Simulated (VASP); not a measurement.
A run of VASP 6.6.1 is set up as follows.

Contents of INCAR:

```
PREC = Accurate ; ENCUT = 1000
EDIFF = 1E-8 ; ISMEAR = 0
SIGMA = 0.05 ; LREAL = F
LASPH = T ; NELM = 120
ALGO = Normal ; ISIF = 2
LWAVE = F ; LCHARG = F
GGA = PE ; IVDW = 12
LEFG = T ; NBANDS = 28
GGA_COMPAT = F
```

File KPOINTS:

```
Automatic mesh
0
Gamma
  10 10 8
```

The input POSCAR:

```
SnO
1.0
    3.8366801318      0.0000000000      0.0000000000
    0.0000000000      3.8366801318      0.0000000000
    0.0000000000      0.0000000000      4.7603642279
Sn O
2 2
Direct
    0.5000000000      0.0000000000      0.2434009502
    0.0000000000      0.5000000000      0.7565990498
    0.0000000000      0.0000000000      0.0000000000
    0.5000000000      0.5000000000      0.0000000000
```

Potentials or basis: VASP PAW PBE potentials, release 64 (Sn_d, O_h).

Command:

```bash
$ cat potpaw_PBE.64/Sn_d/POTCAR potpaw_PBE.64/O_h/POTCAR > POTCAR
$ mpirun -np 1 vasp_std > vasp.out
```

Problem. Predict the dispersion energy per atom.

Solution. -0.235 eV.

Problem. Estimate the pressure.

Solution. 0.3 GPa.

Forces on the atoms (eV/Å):
```
Sn   0.000  0.000  0.072
Sn   0.000  0.000 -0.072
O    0.000  0.000  0.000
O    0.000  0.000  0.000
```

Caveat: without QUAD_EFG the Cq values of the log hold for a quadrupole moment of 1 mb, not for the nuclei.
